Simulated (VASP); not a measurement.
Write the native input for VASP 6.6.1 that does the following.

```yaml
Task: single point
Functional: PBEsol
Potentials_or_basis: VASP PAW PBE potentials, release 64 (Ti_sv, O)
Cutoff: 520 eV
k_mesh: 18 × 18 × 16
Occupations: gaussian, width 0.15 eV
Spin: no spin polarisation
Dipole_correction: no
Further_INCAR_settings: ALGO = Normal; EDIFF = 1e-07; NBANDS = 16
```

The structure of TiO lies in POSCAR:

```
TiO
1.0
    2.6492000000      0.0000000000      0.0000000000
   -1.3246000000      2.2942744997      0.0000000000
    0.0000000000      0.0000000000      2.7937580351
Ti O
1 1
Direct
    0.6666666667      0.3333333333      0.0000000000
    0.0000000000      0.0000000000      0.5000000000
```

One way to write it, as run:

INCAR

```
PREC = Accurate
ENCUT = 520
EDIFF = 1E-7
ISMEAR = 0
SIGMA = 0.15
LREAL = False
LASPH = True
NELM = 80
ALGO = Normal
ISIF = 2
LWAVE = False
LCHARG = False
GGA = PS
NBANDS = 16
```

KPOINTS

```
regular mesh
0
Gamma
  18 18 16
```

Potentials or basis: VASP PAW PBE potentials, release 64 (Ti_sv, O).

Launch:

```sh
$ cat potpaw_PBE.64/Ti_sv/POTCAR potpaw_PBE.64/O/POTCAR > POTCAR
$ mpirun -np 1 vasp_std > vasp.out
```

Results of the run:

| Property | Result |
| --- | --- |
| Pressure | 32.8 GPa |
| Band gap on the k mesh | zero (bands 9 and 10 overlap by 0.03 eV) |

Caveat: the cell stands under pressure; the PAW data sets were made with another functional, which shifts forces and pressure a little; semilocal functionals often make such compounds metallic where correlation or magnetic order opens a gap, which also shifts bond lengths.

Run time: 2.3 min on 1 thread of Intel Xeon 8259CL (shared host), peak memory 0.2 GiB.
